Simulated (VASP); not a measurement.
# MgO (F-43m) in VASP: notebook

The runs below take MgO through single point, with LDA, PBE, r2SCAN.

Everything below comes from runs of VASP 6.6.1. Logs are shortened: lines on timing, memory, paths and dates and some standing lists are left out, and cuts for length are marked.

## Step 1: The cell of the first run

It takes space group F-43m (No. 216, cubic). The conventional cell has a = 4.564 Å, b = 4.564 Å, c = 4.564 Å, α = 90.00°, β = 90.00°, γ = 90.00°. Mg (site symmetry -43m) has 4 O at 1.98 Å within 2.6 Å. O (site symmetry -43m) has 4 Mg at 1.98 Å within 2.6 Å.

## Step 2: Single point, LDA

Input file INCAR:

```
PREC = Accurate ; ENCUT = 520
EDIFF = 1E-6 ; ISMEAR = 0
SIGMA = 0.01 ; LREAL = False
LASPH = True ; NELM = 100
ALGO = Normal ; ISIF = 2
LWAVE = False ; LCHARG = False
GGA = CA ; NBANDS = 11
```

Input file KPOINTS:

```
regular mesh
0
Gamma
  6 6 6
```

Input file POSCAR:

```
MgO
1.0
    0.0000000000      2.2820056617      2.2820056617
    2.2820056617      0.0000000000      2.2820056617
    2.2820056617      2.2820056617      0.0000000000
Mg O
1 1
Direct
    0.0000000000      0.0000000000      0.0000000000
    0.2500000000      0.2500000000      0.2500000000
```

Potentials or basis: VASP PAW LDA potentials, release 64 (Mg, O).

The run is started by

```console
cat potpaw_LDA.64/Mg/POTCAR potpaw_LDA.64/O/POTCAR > POTCAR
mpirun -np 1 vasp_std > vasp.out
```

OUTCAR:

```text
PREC = Accurate
   ENCUT = 520
   EDIFF = 1E-6
   ISMEAR = 0
   LREAL = False
   LASPH = True
   NELM = 100
   ISIF = 2
   GGA = CA

 ion  position               nearest neighbor table
   1  0.000  0.000  0.000-   2 1.98   2 1.98   2 1.98   2 1.98
   2  0.250  0.250  0.250-   1 1.98   1 1.98   1 1.98   1 1.98

  LATTYP: Found a face centered cubic cell.
 ALAT       =     4.5640113234

  Lattice vectors:

 A1 = (   0.0000000000,   2.2820056617,   2.2820056617)
 A2 = (   2.2820056617,   0.0000000000,   2.2820056617)
 A3 = (   2.2820056617,   2.2820056617,   0.0000000000)

Analysis of symmetry for initial positions (statically):
=====================================================================
 Subroutine PRICEL returns:
 Original cell was already a primitive cell.

 Routine SETGRP: Setting up the symmetry group for a
 face centered cubic supercell.

 Subroutine GETGRP returns: Found 24 space group operations
 (whereof 24 operations were pure point group operations)
 out of a pool of 48 trial point group operations.

The static configuration has the point symmetry T_d .

Analysis of symmetry for dynamics (positions and initial velocities):
=====================================================================
 Subroutine PRICEL returns:
 Original cell was already a primitive cell.

 Routine SETGRP: Setting up the symmetry group for a
 face centered cubic supercell.

 Subroutine GETGRP returns: Found 24 space group operations
 (whereof 24 operations were pure point group operations)
 out of a pool of 48 trial point group operations.

The dynamic configuration has the point symmetry T_d .

 Subroutine INISYM returns: Found 24 space group operations
 (whereof 24 operations are pure point group operations),
 and found     1 'primitive' translations

----------------------------------------------------------------------------------------

                                     Primitive cell

  volume of cell :      23.7673

  direct lattice vectors                    reciprocal lattice vectors
     0.000000000  2.282005662  2.282005662    -0.219105504  0.219105504  0.219105504
     2.282005662  0.000000000  2.282005662     0.219105504 -0.219105504  0.219105504
     2.282005662  2.282005662  0.000000000     0.219105504  0.219105504 -0.219105504

  length of vectors
     3.227243356  3.227243356  3.227243356     0.379501865  0.379501865  0.379501865

  position of ions in fractional coordinates (direct lattice)
     0.000000000  0.000000000  0.000000000
     0.250000000  0.250000000  0.250000000

  ion indices of the primitive-cell ions
   primitive index   ion index
                 1           1
                 2           2

----------------------------------------------------------------------------------------

 KPOINTS: regular mesh

Automatic generation of k-mesh.
 Grid dimensions read from file:
 generate k-points for:    6    6    6

 Generating k-lattice:

  Cartesian coordinates                     Fractional coordinates (reciprocal lattice)
    -0.036517584  0.036517584  0.036517584     0.166666667  0.000000000  0.000000000
     0.036517584 -0.036517584  0.036517584     0.000000000  0.166666667  0.000000000
     0.036517584  0.036517584 -0.036517584     0.000000000  0.000000000  0.166666667

  Length of vectors
     0.063250311  0.063250311  0.063250311

  Shift w.r.t. Gamma in fractional coordinates (k-lattice)
     0.000000000  0.000000000  0.000000000

 Subroutine IBZKPT returns following result:
 ===========================================

 Found     16 irreducible k-points:

 Following reciprocal coordinates:
            Coordinates               Weight
  0.000000  0.000000  0.000000      1.000000
  0.166667  0.000000  0.000000      8.000000
  0.333333  0.000000  0.000000      8.000000
  0.500000  0.000000  0.000000      4.000000
  0.166667  0.166667  0.000000      6.000000
  0.333333  0.166667  0.000000     24.000000
[... 8 lines left out ...]
 -0.333333  0.333333  0.166667     24.000000
 -0.333333  0.500000  0.166667     12.000000
   k-points           NKPTS =     16   k-points in BZ     NKDIM =     16   number of bands    NBANDS=     11
   number of dos      NEDOS =    301   number of ions     NIONS =      2
   total plane-waves  NPLWV =  13824
   dimension x,y,z NGX =    24 NGY =   24 NGZ =   24
   dimension x,y,z NGXF=    48 NGYF=   48 NGZF=   48
   ions per type =               1   1
   NGX,Y,Z   is equivalent  to a cutoff of  12.36, 12.36, 12.36 a.u.
   NGXF,Y,Z  is equivalent  to a cutoff of  24.73, 24.73, 24.73 a.u.
 SYSTEM =  unknown system
   PREC   = accura    normal or accurate (medium, high low for compatibility)
   ISTART =      0    job   : 0-new  1-cont  2-samecut
   ICHARG =      2    charge: 1-file 2-atom 10-const
   ISPIN  =      1    spin polarized calculation?
   LNONCOLLINEAR =      F non collinear calculations
   LSORBIT =      F    spin-orbit coupling
   LASPH  =      T    aspherical Exc in radial PAW
   ENCUT  =  520.0 eV  38.22 Ry    6.18 a.u.   6.00  6.00  6.00*2*pi/ulx,y,z
   NELM   =    100;   NELMIN=  2; NELMDL= -5     # of ELM steps
   EDIFF  = 0.1E-05   stopping-criterion for ELM
   LREAL  =      F    real-space projection
   EDIFFG = 0.1E-04   stopping-criterion for IOM
   NSW    =      0    number of steps for IOM
   IBRION =     -1    ionic relax: 0-MD 1-quasi-New 2-CG
   NFREE  =      0    steps in history (QN), initial steepest desc. (CG)
   ISIF   =      2    stress and relaxation
   ISYM   =      2    0-nonsym 1-usesym 2-fastsym
   POTIM  = 0.5000    time-step for ionic-motion
   TEBEG  =    0.0;   TEEND  =   0.0 temperature during run
   PSTRESS=    0.0 pullay stress
   NELECT =       8.0000    total number of electrons
   NUPDOWN=      -1.0000    fix difference up-down
   EMIN   =  10.00;   EMAX   =-10.00  energy-range for DOS
   EFERMI =   0.00;   METHOD = LEGACY
   ISMEAR =     0;   SIGMA  =   0.01  broadening in eV -4-tet -1-fermi 0-gaus
   EFERMI_NEDOS =   21; number of points for ismear=-14 and -15
   IALGO  =     38    algorithm
   IMIX   =      4    mixing-type and parameters
     AMIX     =   0.40;   BMIX     =  1.00
     AMIX_MAG =   1.60;   BMIX_MAG =  1.00
  volume/ion in A,a.u.               =      11.88        80.19
  Fermi-wavevector in a.u.,A,eV,Ry     =   1.138793  2.152007 17.644708  1.296849
  Thomas-Fermi vector in A             =   2.275497
   LORBIT       =      0    0 simple, 1 ext, 2 COOP (PROOUT), +10 PAW based schemes
   GGA     = CA    functional components
   LHFCALC =     F    Hartree Fock is set to
   AEXX    =    0.0000 exact exchange contribution
   IVDW    =     0    specifies the selected vdW correction
   LEPSILON=     F    determine dielectric tensor
   LRPA    =     F    only Hartree local field effects (RPA)
 non-spin polarized calculation
 Gauss-broadening in eV      SIGMA  =   0.01
  energy-cutoff  :      520.00
  volume of cell :       23.77
 maximum number of plane-waves:       650
   NGX = 13   NGY = 13   NGZ = 13

 number of electron       8.0000007 magnetization

 Free energy of the ion-electron system (eV)
  ---------------------------------------------------
  ext. energy  EPLUGINS =         0.00000000
  ---------------------------------------------------
  free energy    TOTEN  =       -13.05179794 eV

  energy without entropy =      -13.05179794  energy(sigma->0) =      -13.05179794

 E-fermi :   0.5933     XC(G=0): -10.2451

 val. band max:        0.4498607027   @ k =   0.0000   0.0000   0.0000
 cond. band min:       3.9995859827   @ k =   0.0000   0.0000   0.0000
 fundamental gap:      3.5497252800
 Fermi energy:         0.5932506261

 k-point     1 :       0.0000    0.0000    0.0000
  band No.  band energies     occupation
      1     -15.1537      2.00000
      2       0.4499      2.00000
      3       0.4499      2.00000
      4       0.4499      2.00000
      5       3.9996      0.00000
      6      16.9599      0.00000
      7      16.9599      0.00000
      8      16.9599      0.00000
      9      20.5078      0.00000
     10      20.5079      0.00000
     11      20.6023      0.00000

 k-point     2 :       0.1667    0.0000    0.0000
  band No.  band energies     occupation
      1     -14.9875      2.00000
      2      -0.6482      2.00000
      3       0.4016      2.00000
      4       0.4016      2.00000
      5       5.3049      0.00000
      6      14.9412      0.00000
      7      16.6809      0.00000
      8      16.6809      0.00000
      9      18.8552      0.00000
     10      18.8552      0.00000
     11      19.7180      0.00000

 k-point     3 :       0.3333    0.0000    0.0000
  band No.  band energies     occupation
      1     -14.6328      2.00000
      2      -2.0775      2.00000
      3       0.3080      2.00000
      4       0.3080      2.00000
      5       7.3798      0.00000
      6      12.0068      0.00000
      7      15.3619      0.00000
      8      15.3619      0.00000
      9      19.5311      0.00000
     10      20.3479      0.00000
     11      20.3479      0.00000

 k-point     4 :       0.5000    0.0000    0.0000
  band No.  band energies     occupation
      1     -14.4427      2.00000
      2      -2.6548      2.00000
      3       0.2626      2.00000
      4       0.2626      2.00000
      5       9.0609      0.00000
      6       9.9887      0.00000
      7      14.8139      0.00000
      8      14.8139      0.00000
      9      19.8591      0.00000
     10      21.8742      0.00000
     11      21.8742      0.00000
[... 127 lines left out ...]
 k-point    14 :       0.5000    0.3333    0.1667
  band No.  band energies     occupation
      1     -14.4052      2.00000
      2      -1.8760      2.00000
      3      -0.5712      2.00000
      4      -0.0237      2.00000
      5       7.9613      0.00000
      6      11.6338      0.00000
      7      13.5751      0.00000
      8      15.6095      0.00000
      9      18.5775      0.00000
     10      21.9995      0.00000
     11      24.3912      0.00000

 k-point    15 :      -0.3333    0.3333    0.1667
  band No.  band energies     occupation
      1     -14.2821      2.00000
      2      -1.8396      2.00000
      3      -0.9422      2.00000
      4      -0.1944      2.00000
      5       8.4099      0.00000
      6      11.1892      0.00000
      7      13.5018      0.00000
      8      15.2064      0.00000
      9      19.9532      0.00000
     10      20.8221      0.00000
     11      25.6255      0.00000

 k-point    16 :      -0.3333    0.5000    0.1667
  band No.  band energies     occupation
      1     -14.2281      2.00000
      2      -1.7223      2.00000
      3      -0.8147      2.00000
      4      -0.5518      2.00000
      5       7.5645      0.00000
      6      11.8150      0.00000
      7      14.1309      0.00000
      8      14.7980      0.00000
      9      18.6456      0.00000
     10      22.9177      0.00000
     11      24.1321      0.00000

------------------------ aborting loop because EDIFF is reached ----------------------------------------

  FORCE on cell =-STRESS in cart. coord.  units (eV):
  Direction    XX          YY          ZZ          XY          YZ          ZX
  --------------------------------------------------------------------------------------
  -------------------------------------------------------------------------------------
  Total       -0.6985256     -0.6985256     -0.6985256      0.0000000      0.0000000      0.0000000
  in kB      -47.0882701    -47.0882701    -47.0882701      0.0000000      0.0000000      0.0000000
  external PRESSURE =     -47.0882701 kB  Pullay stress =       0.0000000 kB

 VOLUME and BASIS-vectors are now :
 -----------------------------------------------------------------------------
  energy-cutoff  :      520.00
  volume of cell :       23.77
      direct lattice vectors                 reciprocal lattice vectors
     0.000000000  2.282005662  2.282005662    -0.219105504  0.219105504  0.219105504
     2.282005662  0.000000000  2.282005662     0.219105504 -0.219105504  0.219105504
     2.282005662  2.282005662  0.000000000     0.219105504  0.219105504 -0.219105504

 POSITION                                       TOTAL-FORCE (eV/Angst)
 -----------------------------------------------------------------------------------
      0.00000      0.00000      0.00000        -0.000000     -0.000000     -0.000000
      1.14100      1.14100      1.14100         0.000000      0.000000      0.000000
 -----------------------------------------------------------------------------------
    total drift:                                0.000000      0.000000      0.000000

  FREE ENERGIE OF THE ION-ELECTRON SYSTEM (eV)
  ---------------------------------------------------
  free  energy   TOTEN  =       -13.0517979432 eV

  energy  without entropy=      -13.0517979432  energy(sigma->0) =      -13.05179794
```

Wall time 6.1 s (1 thread of Intel Xeon Platinum 8259CL at 2.50GHz (Skylake/Cascade Lake), shared host); peak memory 0.12 GiB.

What came out:

| Quantity | Value |
| --- | --- |
| Free energy | -13.0518 eV |
| Pressure | -4.7 GPa |
| Band gap on the k mesh | 3.55 eV, direct |

## Step 3: Single point, PBE

Input file INCAR:

```
SYSTEM = MgO
PREC = Accurate
ENCUT = 520
EDIFF = 1E-6
ISMEAR = 0
SIGMA = 0.01
LREAL = .FALSE.
LASPH = .TRUE.
NELM = 80
ALGO = Normal
ISIF = 2
LWAVE = .FALSE.
LCHARG = .FALSE.
GGA = PE
NBANDS = 11
```

Input file KPOINTS:

```
Automatic mesh
0
G
  8 8 8
  0 0 0
```

POSCAR is that of step 2.

Potentials or basis: VASP PAW PBE potentials, release 64 (Mg, O).

The run is started by

```console
cat potpaw_PBE.64/Mg/POTCAR potpaw_PBE.64/O/POTCAR > POTCAR
mpirun -np 1 vasp_std > vasp.out
```

Run time: 10 s. Hardware: 1 thread of Intel Xeon Platinum 8259CL at 2.50GHz (Skylake/Cascade Lake), shared host; peak memory 0.14 GiB.

Results (log left out):

```yaml
Free_energy: -11.6933 eV
Pressure: 3.5 GPa
Band_gap_on_the_k_mesh: 3.64 eV, direct
```

Levels at points of the mesh, in eV from the valence-band top:
| k point | band 2 | band 3 | band 4 | band 5 | band 6 | band 7 |
| --- | --- | --- | --- | --- | --- | --- |
| (0.00, 0.00, 0.00) | 0.00 | 0.00 | 0.00 | 3.64 | 16.82 | 16.82 |
| (0.50, 0.00, 0.00) | -3.04 | -0.18 | -0.18 | 8.79 | 9.69 | 14.62 |
| (0.50, 0.50, 0.00) | -2.51 | -0.74 | -0.74 | 6.26 | 11.56 | 14.11 |

## Step 4: Single point, r2SCAN

POSCAR is that of step 3.

Input file INCAR.step1:

```
PREC = Accurate
ENCUT = 520
ISMEAR = 0
SIGMA = 0.01
LREAL = False
LASPH = True
NELM = 60
NBANDS = 11
GGA = PE
ALGO = Normal
EDIFF = 1E-4
LWAVE = True
LCHARG = False
```

Input file INCAR.step2:

```
PREC = Accurate
ENCUT = 520
EDIFF = 1E-7
ISMEAR = 0
SIGMA = 0.01
LREAL = False
LASPH = True
NELM = 60
ALGO = Normal
ISIF = 2
LWAVE = False
LCHARG = False
METAGGA = R2SCAN
LMIXTAU = True
NBANDS = 11
ISTART = 1
```

Input file KPOINTS:

```
Automatic mesh
0
Gamma
  6 6 6
```

The run is started by

```console
cat potpaw_PBE.64/Mg/POTCAR potpaw_PBE.64/O/POTCAR > POTCAR
cp INCAR.step1 INCAR
mpirun -np 1 vasp_std > vasp.out
cp INCAR.step2 INCAR
mpirun -np 1 vasp_std > vasp.out
```

Wall time 56 s (1 thread of Intel Xeon Platinum 8259CL at 2.50GHz (Skylake/Cascade Lake), shared host); peak memory 0.14 GiB.

Results (log left out):

* Free energy: -15.8537 eV
* Pressure: -0.6 GPa
* Band gap on the k mesh: 4.32 eV, direct

Levels at points of the mesh, in eV from the valence-band top:
| k point | band 1 | band 2 | band 3 | band 4 | band 5 | band 6 | band 7 | band 8 |
| --- | --- | --- | --- | --- | --- | --- | --- | --- |
| (0.00, 0.00, 0.00) | -16.83 | 0.00 | 0.00 | 0.00 | 4.32 | 17.92 | 17.92 | 17.92 |
| (0.50, 0.00, 0.00) | -16.19 | -3.02 | -0.18 | -0.18 | 9.63 | 10.54 | 15.54 | 15.54 |
| (0.50, 0.50, 0.00) | -15.99 | -2.50 | -0.75 | -0.75 | 6.94 | 12.48 | 15.32 | 17.81 |

Caveat: the PAW data sets were made with another functional, which shifts forces and pressure a little.

## Step 5: Summary

```tsv
level	potentials or basis	k mesh	gap on the mesh (eV)	pressure (GPa)
LDA	VASP PAW LDA potentials, release 64 (Mg, O)	6 × 6 × 6	3.55	-4.7
PBE	VASP PAW PBE potentials, release 64 (Mg, O)	8 × 8 × 8	3.64	3.5
r2SCAN	VASP PAW PBE potentials, release 64 (Mg, O)	6 × 6 × 6	4.32	-0.6
```

Alike in all rows: task single point; no spin polarisation; cell as given; cutoff (eV) 520; smearing gaussian 0.01 eV.

Caveats: the PAW data sets were made with another functional, which shifts forces and pressure a little (some runs).

Total energies depend on the potentials used, so only differences within one code and one set of settings carry meaning.
